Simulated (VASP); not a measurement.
A run of VASP 6.6.1 is set up as follows.

INCAR

```
SYSTEM = Y
  PREC = Accurate
  ENCUT = 520
  EDIFF = 1E-7
  ISMEAR = -1
  SIGMA = 0.05
  LREAL = .FALSE.
  LASPH = .TRUE.
  NELM = 100
  ALGO = Normal
  ISIF = 2
  LWAVE = .FALSE.
  LCHARG = .TRUE.
  GGA = PE
  LELF = .TRUE.
  LVHAR = .TRUE.
  NBANDS = 18
```

The input KPOINTS:

```
regular mesh
0
G
  9 9 9
  0 0 0
```

POSCAR

```
Y
1.0
    0.0000000000      3.5189688100      3.5189688100
    3.5189688100      0.0000000000      3.5189688100
    3.5189688100      3.5189688100      0.0000000000
Y
2
Direct
    0.0000000000      0.0000000000      0.0000000000
    0.2500000000      0.2500000000      0.2500000000
```

Potentials or basis: VASP PAW PBE potentials, release 64 (Y_sv).

Command:

```sh
$ cat potpaw_PBE.64/Y_sv/POTCAR > POTCAR
$ mpirun -np 1 vasp_std > vasp.out
```

**Question.** What does it give for the band gap on the k mesh?

**Answer.** Zero (band 11 reaches 1.75 eV, above the bottom of band 12 at 1.17 eV).

**Question.** Estimate the pressure.

**Answer.** 0.0 GPa.
